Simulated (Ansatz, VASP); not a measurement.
## Two plane-wave programs on LiCl

Contents of INCAR:

```
ALGO = Normal
EDIFF = 1E-7
ENCUT = 520
GGA = PS
ISIF = 2
ISMEAR = 0
LASPH = True
LCHARG = False
LREAL = False
LWAVE = False
NBANDS = 12
NELM = 100
PREC = Accurate
SIGMA = 0.05
```

The input KPOINTS:

```
k-points
0
Gamma
  8 8 8
```

The input POSCAR:

```
LiCl
1.0
    0.0000000000      2.6929980000      2.5006410000
    2.6929980000      0.0000000000      2.5006410000
    2.6929980000      2.6929980000      0.0000000000
Li Cl
1 1
Direct
    0.0000000000      0.0000000000      0.0000000000
    0.5000000000      0.5000000000      0.5000000000
```

Input for Ansatz:

```yaml
crystal:
  lattice:
    - [0.0, 2.692998, 2.500641]
    - [2.692998, 0.0, 2.500641]
    - [2.692998, 2.692998, 0.0]
  atoms:
    - { symbol: Li, position: [0.0, 0.0, 0.0] }
    - { symbol: Cl, position: [0.5, 0.5, 0.5] }
basis:
  ecutwfc: 420
kpoints:
  mp_grid: { grid: [8, 8, 8] }
hamiltonian:
  xc: pbesol
scf:
  occupations: { method: gaussian, width: 0.05 }
output:
  forces: true
  stress: true
  eigenvalues: true
```

Change from the starting cell: strain +0.050 along x and y, -0.025 along z, atoms carried along.

Alike in both runs: task single point; functional PBEsol; k mesh 8 × 8 × 8; occupations gaussian, width 0.05 eV; no spin polarisation.

|  | VASP | Ansatz |
| --- | --- | --- |
| version | VASP 6.6.1 | Ansatz 0.2.0 |
| potentials or method | VASP PAW PBE potentials, release 64 (Li_sv, Cl), cutoff 520 eV | scalar-relativistic, plane waves, PAW |
| valence electrons in the cell | 10 | 10 |

Ansatz gave:

- gap on the k mesh at the Fermi level (eV): 5.68
- least direct gap on the mesh (eV): 5.68

Estimate VASP's values.

gap on the k mesh at the Fermi level (eV): 5.69; least direct gap on the mesh (eV): 5.69.

VASP's potentials were made for PBE, not for PBEsol.

Noted on VASP's run: the cutoff is short for stress, so the pressure is rough.
